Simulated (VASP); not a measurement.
Write the native input for VASP 6.6.1 that does the following.

```yaml
Task: single point
Functional: PBE
Potentials_or_basis: VASP PAW PBE potentials, release 64 (P)
Cutoff: 520 eV
k_mesh: 6 × 8 × 1
Occupations: fermi-dirac, width 0.02 eV
Spin: no spin polarisation
Dipole_correction: yes
Further_INCAR_settings: ALGO = Normal; EDIFF = 1e-06; NBANDS = 18
```

The structure of P lies in POSCAR:

```
P
1.0
    4.6275012813      0.0000000000      0.0000000000
    0.0000000000      3.3577049027      0.0000000000
    0.0000000000      0.0000000000     27.8195791164
P
4
Direct
    0.0921367055      0.0000000000      0.3788405319
    0.4078632945      0.5000000000      0.3788405319
    0.5921367055      0.5000000000      0.3041316986
    0.9078632945      0.0000000000      0.3041316986
```

This cell differs from its parent crystal: uniaxial y strain +2.0%.

These files were run (other wordings do the same):

INCAR

```
SYSTEM = P
PREC = Accurate
ENCUT = 520
EDIFF = 1E-6
ISMEAR = -1
SIGMA = 0.02
LREAL = .False.
LASPH = .True.
NELM = 60
ALGO = Normal
ISIF = 2
LWAVE = .False.
LCHARG = .False.
LDIPOL = .True.
IDIPOL = 3
DIPOL = 0.5 0.5 0.341
GGA = PE
NBANDS = 18
```

KPOINTS

```
Automatic mesh
0
Gamma
  6 8 1
  0 0 0
```

Potentials or basis: VASP PAW PBE potentials, release 64 (P).

Run with:

```sh
$ cat potpaw_PBE.64/P/POTCAR > POTCAR
$ mpirun -np 1 vasp_std > vasp.out
```

Results of the run:

```
Largest force          : 0.195 eV/Å
Band gap on the k mesh : 1.04 eV
```

Caveat: the cell differs from its parent crystal (uniaxial y strain +2.0%).

Wall time 110 s on 1 thread of Intel(R) Xeon(R) 6975P-C (Granite Rapids) (shared host), peak memory 0.52 GiB.
